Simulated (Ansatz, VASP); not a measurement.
# Two plane-wave programs on Sn

The input INCAR:

```
PREC = Accurate ; ENCUT = 600
EDIFF = 1E-6 ; ISMEAR = -1
SIGMA = 0.1 ; LREAL = F
LASPH = T ; NELM = 60
ALGO = Normal ; ISIF = 3
LWAVE = F ; LCHARG = F
GGA = PS ; IBRION = 2
NSW = 80 ; EDIFFG = -0.01
```

File KPOINTS:

```
Automatic mesh
0
Gamma
  4 4 4
```

Contents of POSCAR:

```
Sn
1.0
    6.0756993416      0.0000000000      0.0000000000
    0.0000000000      6.0756993416      0.0000000000
    0.0000000000      0.0000000000      6.0756993416
Sn
8
Direct
    0.0000000000      0.0000000000      0.0000000000
    0.5000000000      0.5000000000      0.5000000000
    0.2500000000      0.0000000000      0.5000000000
    0.7500000000      0.0000000000      0.5000000000
    0.5000000000      0.2500000000      0.0000000000
    0.5000000000      0.7500000000      0.0000000000
    0.0000000000      0.5000000000      0.2500000000
    0.0000000000      0.5000000000      0.7500000000
```

Input for Ansatz:

```yaml
crystal:
  lattice:
    - [6.0756993416, 0.0, 0.0]
    - [0.0, 6.0756993416, 0.0]
    - [0.0, 0.0, 6.0756993416]
  atoms:
    - { symbol: Sn, position: [0.0, 0.0, 0.0] }
    - { symbol: Sn, position: [0.5, 0.5, 0.5] }
    - { symbol: Sn, position: [0.25, 0.0, 0.5] }
    - { symbol: Sn, position: [0.75, 0.0, 0.5] }
    - { symbol: Sn, position: [0.5, 0.25, 0.0] }
    - { symbol: Sn, position: [0.5, 0.75, 0.0] }
    - { symbol: Sn, position: [0.0, 0.5, 0.25] }
    - { symbol: Sn, position: [0.0, 0.5, 0.75] }
hamiltonian:
  xc: pbesol
  pseudopotentials:
    kind: paw
    azcp:
      Sn: "pseudopotentials/Sn.paw.azcp"
basis:
  ecutwfc: 420
  fft_grid_basis: typed
kpoints:
  mp_grid: { grid: [4, 4, 4], shift: [0, 0, 0] }
magnetization:
  spin_polarized: false
scf:
  occupations: { method: fermi_dirac, width: 0.1 }
relax:
  max_steps: 60
  f_tol: 0.01
  cell: {}
```

Alike in both runs: task relaxation of cell and atoms; functional PBEsol; k mesh 4 × 4 × 4; occupations fermi-dirac, width 0.1 eV; no spin polarisation.

|  | VASP | Ansatz |
| --- | --- | --- |
| version | VASP 6.6.1 | Ansatz 0.2.0 |
| potentials or method | VASP PAW PBE potentials, release 64 (Sn_d), cutoff 600 eV | plane waves (420 eV) with PAW, scalar-relativistic |
| valence electrons in the cell | 112 | 112 |

```tsv
	VASP	Ansatz	Ansatz less VASP
relaxed volume (Å³/atom)	27.11	27.13	+0.018
relaxed cell length with the largest relative difference (Å)	6.008	6.009	+0.0013
```

VASP's potentials were made for PBE, not for PBEsol, and Ansatz warns of the same on its side.
